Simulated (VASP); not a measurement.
# BP (F-43m) in VASP: further runs

The runs below take BP through vibrations by perturbation theory, with PBEsol.

All numbers are computed with VASP 6.6.1; they aren't measurements. Logs are shortened: lines on timing, memory, paths and dates and some standing lists are left out, and cuts for length are marked.

## Step 1: The cell of the first run

The structure is cubic, space group F-43m (No. 216). The conventional cell has a = 4.406 Å, b = 4.406 Å, c = 4.406 Å, α = 90.00°, β = 90.00°, γ = 90.00°. B (site symmetry -43m) has 4 P at 1.91 Å within 2.5 Å. P (site symmetry -43m) has 4 B at 1.91 Å within 2.5 Å.

## Step 2: Vibrations by perturbation theory, PBEsol

INCAR

```
PREC = Accurate
ENCUT = 520
EDIFF = 1E-8
ISMEAR = 0
SIGMA = 0.01
LREAL = F
LASPH = T
NELM = 60
ALGO = Normal
ISIF = 2
LWAVE = F
LCHARG = F
GGA = PS
IBRION = 8
NSW = 1
```

KPOINTS

```
regular mesh
0
Gamma
  8 8 8
```

POSCAR

```
BP
1.0
    2.2031534117      2.2031534117      0.0000000000
   -2.2031534117      2.2031534117      0.0000000000
    0.0000000000      2.2031534117      2.2031534117
B P
1 1
Direct
    0.0000000000      0.0000000000      0.0000000000
    0.7500000000      0.2500000000      0.5000000000
```

Potentials or basis: VASP PAW PBE potentials, release 64 (B, P).

Run with:

```sh
> cat potpaw_PBE.64/B/POTCAR potpaw_PBE.64/P/POTCAR > POTCAR
> mpirun -np 1 vasp_std > vasp.out
```

OUTCAR:

```text
PREC = Accurate
   ENCUT = 520
   EDIFF = 1E-8
   ISMEAR = 0
   LREAL = F
   LASPH = T
   NELM = 60
   ISIF = 2
   GGA = PS
   IBRION = 8
   NSW = 1

 ion  position               nearest neighbor table
   1  0.000  0.000  0.000-   2 1.91   2 1.91   2 1.91   2 1.91
   2  0.750  0.250  0.500-   1 1.91   1 1.91   1 1.91   1 1.91

  LATTYP: Found a face centered cubic cell.
 ALAT       =     4.4063068234

  Lattice vectors:

 A1 = (   0.0000000000,   2.2031534117,   2.2031534117)
 A2 = (   2.2031534117,   0.0000000000,   2.2031534117)
 A3 = (   2.2031534117,   2.2031534117,   0.0000000000)

Analysis of symmetry for initial positions (statically):
=====================================================================
 Subroutine PRICEL returns:
 Original cell was already a primitive cell.

 Routine SETGRP: Setting up the symmetry group for a
 face centered cubic supercell.

 Subroutine GETGRP returns: Found 24 space group operations
 (whereof 24 operations were pure point group operations)
 out of a pool of 48 trial point group operations.

The static configuration has the point symmetry T_d .

Analysis of symmetry for dynamics (positions and initial velocities):
=====================================================================
 Subroutine PRICEL returns:
 Original cell was already a primitive cell.

 Routine SETGRP: Setting up the symmetry group for a
 face centered cubic supercell.

 Subroutine GETGRP returns: Found 24 space group operations
 (whereof 24 operations were pure point group operations)
 out of a pool of 48 trial point group operations.

The dynamic configuration has the point symmetry T_d .

 Subroutine INISYM returns: Found 24 space group operations
 (whereof 24 operations are pure point group operations),
 and found     1 'primitive' translations

----------------------------------------------------------------------------------------

                                     Primitive cell

[... 422 lines left out ...]

 VOLUME and BASIS-vectors are now :
 -----------------------------------------------------------------------------
  energy-cutoff  :      520.00
  volume of cell :       21.39
      direct lattice vectors                 reciprocal lattice vectors
     2.203153412  2.203153412  0.000000000     0.226947428  0.226947428 -0.226947428
    -2.203153412  2.203153412  0.000000000    -0.226947428  0.226947428 -0.226947428
     0.000000000  2.203153412  2.203153412     0.000000000  0.000000000  0.453894856

 POSITION                                       TOTAL-FORCE (eV/Angst)
 -----------------------------------------------------------------------------------
      0.00000      0.00000      0.00000         0.000000      0.000000      0.000000
      1.10158      3.30473      1.10158        -0.000000     -0.000000      0.000000
 -----------------------------------------------------------------------------------
    total drift:                                0.000000      0.000000     -0.000000

  FREE ENERGIE OF THE ION-ELECTRON SYSTEM (eV)
  ---------------------------------------------------
  free  energy   TOTEN  =       -13.5945953130 eV

  energy  without entropy=      -13.5945953130  energy(sigma->0) =      -13.59459531

[... ionic steps 2 to 3 ...]

--------------------------------------- Ionic step        4  -------------------------------------------

------------------------ aborting loop because EDIFF is reached ----------------------------------------

[... ionic steps 5 to 6 ...]

--------------------------------------- Ionic step        7  -------------------------------------------

 Free energy of the ion-electron system (eV)
  ---------------------------------------------------
  ---------------------------------------------------
  free energy    TOTEN  =        -0.04049270 eV

  energy without entropy =       -0.04049270

------------------------ aborting loop because EDIFF is reached ----------------------------------------

 INTERNAL STRAIN TENSOR  FOR ION    2  DIRECTION 1   (eV/Angst):
 -----------------------------------------------------------------------------
     0.00611  0.00000 -0.00000
     0.00000 -0.00978 11.14296
     0.00000 11.14296 -0.00978

 INTERNAL STRAIN TENSOR FOR ION    2 for displacements in x,y,z  (eV/Angst):
          X           Y           Z          XY          YZ          ZX
  --------------------------------------------------------------------------------
  x     0.00000    -0.00000    -0.00000     0.00000    11.14296     0.00000
  y     0.00000     0.00000     0.00000     0.00000    -0.00000    11.14296
  z    -0.00000    -0.00000     0.00000    11.14296    -0.00000     0.00000

 SECOND DERIVATIVES (NOT SYMMETRIZED)
 ------------------------------------
               1X          1Y          1Z          2X          2Y          2Z
  1X   -22.571602    0.000000    0.000000   22.571602    0.000000    0.000000
  1Y     0.000000  -22.571602    0.000000    0.000000   22.571602    0.000000
  1Z     0.000000    0.000000  -22.571602    0.000000    0.000000   22.571602
  2X    22.570450    0.000000    0.000000  -22.570450    0.000000    0.000000
  2Y     0.000000   22.570450    0.000000    0.000000  -22.570450    0.000000
  2Z     0.000000    0.000000   22.570450    0.000000    0.000000  -22.570450

 Eigenvectors and eigenvalues of the dynamical matrix
 ----------------------------------------------------

   1 f  =   26.236607 THz   164.849465 2PiTHz  875.159017 cm-1   108.505840 meV
             X         Y         Z           dx          dy          dz
      0.000000  0.000000  0.000000     0.860977    0.000000    0.000000
      1.101577  3.304730  1.101577    -0.508645    0.000000    0.000000
[... 21 lines left out ...]
   6 f/i=    0.000293 THz     0.001842 2PiTHz    0.009780 cm-1     0.001213 meV
             X         Y         Z           dx          dy          dz
      0.000000  0.000000  0.000000     0.040983    0.145102   -0.485783
      1.101577  3.304730  1.101577     0.069372    0.245612   -0.822279

--------------------------------------------------------------------------------------------------------

 ELASTIC MODULI CONTR FROM IONIC RELAXATION (kBar)
 Direction    XX          YY          ZZ          XY          YZ          ZX
 --------------------------------------------------------------------------------
 XX          -0.0000     -0.0000     -0.0000     -0.0000     -0.0000      0.0000
 YY          -0.0000     -0.0000     -0.0000     -0.0000     -0.0000      0.0000
 ZZ          -0.0000     -0.0000     -0.0000      0.0000     -0.0000      0.0000
 XY          -0.0000     -0.0000      0.0000   -428.1690      0.0000     -0.0000
 YZ          -0.0000     -0.0000     -0.0000      0.0000   -428.1690      0.0000
 ZX           0.0000      0.0000      0.0000     -0.0000      0.0000   -428.1690
 --------------------------------------------------------------------------------
```

It took 21 s on 1 thread of Intel Xeon 6975P-C (Granite Rapids), shared host; peak memory 0.17 GiB.

Results:

```yaml
Highest_phonon_frequency_at_Γ_LO-TO_splitting_left_out: 875 cm⁻¹
```

Phonon frequencies in cm⁻¹ (negative: imaginary):
```csv
q point,frequencies
"(0.000, 0.000, 0.000)",0 0 0 875 875 875
```

Caveat: the cell wasn't relaxed at this level first, which shifts response properties; the PAW data sets were made with another functional, which shifts forces and pressure a little.

## Step 3: Vibrations by perturbation theory, PBEsol

This run uses another cell than the first one, of 11.29 Å³/atom, 1.056 times its volume.

INCAR

```
SYSTEM = BP
PREC = Accurate
ENCUT = 520
EDIFF = 1E-8
ISMEAR = 0
SIGMA = 0.01
LREAL = .False.
LASPH = .True.
NELM = 100
ALGO = Normal
ISIF = 2
LWAVE = .False.
LCHARG = .True.
GGA = PS
IBRION = 8
NSW = 1
```

KPOINTS

```
Automatic mesh
0
Gamma
  8 8 8
  0 0 0
```

POSCAR

```
BP
1.0
    2.2432919699      2.2432919699      0.0000000000
   -2.2432919699      2.2432919699      0.0000000000
    0.0000000000      2.2432919699      2.2432919699
B P
1 1
Direct
    0.0000000000      0.0000000000      0.0000000000
    0.7500000000      0.2500000000      0.5000000000
```

Potentials or basis: VASP PAW PBE potentials, release 64 (B, P).

Run with:

```sh
> cat potpaw_PBE.64/B/POTCAR potpaw_PBE.64/P/POTCAR > POTCAR
> mpirun -np 1 vasp_std > vasp.out
```

OUTCAR:

```text
SYSTEM = BP
   PREC = Accurate
   ENCUT = 520
   EDIFF = 1E-8
   ISMEAR = 0
   LREAL = .False.
   LASPH = .True.
   NELM = 100
   ISIF = 2
   GGA = PS
   IBRION = 8
   NSW = 1

 ion  position               nearest neighbor table
   1  0.000  0.000  0.000-   2 1.94   2 1.94   2 1.94   2 1.94
   2  0.750  0.250  0.500-   1 1.94   1 1.94   1 1.94   1 1.94

  LATTYP: Found a face centered cubic cell.
 ALAT       =     4.4865839398

  Lattice vectors:

 A1 = (   0.0000000000,   2.2432919699,   2.2432919699)
 A2 = (   2.2432919699,   0.0000000000,   2.2432919699)
 A3 = (   2.2432919699,   2.2432919699,   0.0000000000)

Analysis of symmetry for initial positions (statically):
=====================================================================
 Subroutine PRICEL returns:
 Original cell was already a primitive cell.

[... 493 lines left out ...]
------------------------ aborting loop because EDIFF is reached ----------------------------------------

 INTERNAL STRAIN TENSOR  FOR ION    2  DIRECTION 1   (eV/Angst):
 -----------------------------------------------------------------------------
     0.00796  0.00000  0.00000
    -0.00000 -0.01053  8.52879
     0.00000  8.52879 -0.01053

 INTERNAL STRAIN TENSOR FOR ION    2 for displacements in x,y,z  (eV/Angst):
          X           Y           Z          XY          YZ          ZX
  --------------------------------------------------------------------------------
  x     0.00000    -0.00000    -0.00000     0.00000     8.52879     0.00000
  y     0.00000     0.00000     0.00000     0.00000    -0.00000     8.52879
  z    -0.00000    -0.00000     0.00000     8.52879     0.00000    -0.00000

 SECOND DERIVATIVES (NOT SYMMETRIZED)
 ------------------------------------
               1X          1Y          1Z          2X          2Y          2Z
  1X   -20.274747    0.000000    0.000000   20.274747    0.000000    0.000000
  1Y     0.000000  -20.274747    0.000000    0.000000   20.274747    0.000000
  1Z     0.000000    0.000000  -20.274747    0.000000    0.000000   20.274747
  2X    20.276609    0.000000   -0.000000  -20.276609   -0.000000    0.000000
  2Y    -0.000000   20.276609    0.000000    0.000000  -20.276609   -0.000000
  2Z    -0.000000    0.000000   20.276609    0.000000   -0.000000  -20.276609

 Eigenvectors and eigenvalues of the dynamical matrix
 ----------------------------------------------------

   1 f  =   24.866361 THz   156.239952 2PiTHz  829.452510 cm-1   102.838958 meV
             X         Y         Z           dx          dy          dz
      0.000000  0.000000  0.000000     0.860961   -0.000001    0.000000
      1.121646  3.364938  1.121646    -0.508672    0.000001    0.000000
[... 21 lines left out ...]
   6 f/i=    0.000500 THz     0.003142 2PiTHz    0.016678 cm-1     0.002068 meV
             X         Y         Z           dx          dy          dz
      0.000000  0.000000  0.000000     0.506207   -0.050013   -0.000000
      1.121646  3.364938  1.121646     0.856789   -0.084650    0.000000

--------------------------------------------------------------------------------------------------------

 ELASTIC MODULI CONTR FROM IONIC RELAXATION (kBar)
 Direction    XX          YY          ZZ          XY          YZ          ZX
 --------------------------------------------------------------------------------
 XX          -0.0000      0.0000      0.0000      0.0000     -0.0000     -0.0000
 YY           0.0000     -0.0000     -0.0000      0.0000      0.0000     -0.0000
 ZZ           0.0000     -0.0000     -0.0000     -0.0000      0.0000     -0.0000
 XY           0.0000      0.0000     -0.0000   -266.6793     -0.0000      0.0000
 YZ          -0.0000      0.0000      0.0000     -0.0000   -266.6793      0.0000
 ZX          -0.0000     -0.0000     -0.0000      0.0000      0.0000   -266.6793
 --------------------------------------------------------------------------------
```

OSZICAR:

```text
N       E                     dE             d eps       ncg     rms          rms(c)
DAV:   1     0.686977933373E+01    0.68698E+01   -0.39161E+03   464   0.896E+02
DAV:   2    -0.142268341612E+02   -0.21097E+02   -0.19980E+02   712   0.107E+02
DAV:   3    -0.144476714540E+02   -0.22084E+00   -0.22084E+00   592   0.143E+01
[... 40 lines left out ...]
RMM:   6    -0.406563264816E-01    0.48136E-05    0.68345E-06  2536   0.119E-03    0.254E-03
RMM:   7    -0.406566555546E-01   -0.32907E-06    0.82749E-07  2548   0.690E-04    0.117E-04
RMM:   8    -0.406557832056E-01    0.87235E-06    0.52194E-07  2606   0.142E-04    0.327E-05
RMM:   9    -0.406556776189E-01    0.10559E-06    0.94583E-08  2632   0.443E-05    0.677E-06
RMM:  10    -0.406557046366E-01   -0.27018E-07    0.81388E-08  2661   0.107E-05    0.102E-05
RMM:  11    -0.406557048315E-01   -0.19487E-09    0.10838E-08  2325   0.364E-06    0.101E-06
 Linear response finished
```

stdout:

```text
POSCAR found type information on POSCAR B P
 POSCAR found :  2 types and       2 ions
 scaLAPACK will be used
 -----------------------------------------------------------------------------
|                                                                             |
|                                                                             |
|     You enforced a specific xc type in the INCAR file but a different       |
|     I HOPE YOU KNOW WHAT YOU ARE DOING!                                     |
|                                                                             |
 -----------------------------------------------------------------------------

 LDA part: xc-table for (Slater+PW92), standard interpolation
 POSCAR, INCAR and KPOINTS ok, starting setup
 FFT: planning ... GRIDC
 FFT: planning ... GRID_SOFT
 FFT: planning ... GRID
 WAVECAR not read
 entering main loop
 Linear response reoptimize wavefunctions to high precision
 Linear response DOF=           2
 Linear response progress:
 first order change of Fermi-energy  -0.25451E-03
 force on displaced ion       1 direction 1 : -20.275   0.000   0.000
 Linear response progress:
 first order change of Fermi-energy  -0.19497E-03
 force on displaced ion       2 direction 1 : -20.277  -0.000  -0.000
 Linear response finished
```

Run time: 20 s. Hardware: 1 thread of Intel Xeon 6975P-C (Granite Rapids), shared host; peak memory 0.17 GiB.

What came out:

```
Highest phonon frequency at Γ, LO-TO splitting left out : 829 cm⁻¹
```

Phonon frequencies in cm⁻¹ (negative: imaginary):
```
              q point        frequencies
(0.000, 0.000, 0.000)  0 0 0 829 829 829
```

Caveat: the cell wasn't relaxed at this level first, which shifts response properties; the PAW data sets were made with another functional, which shifts forces and pressure a little.

[end of part 1 of 2]
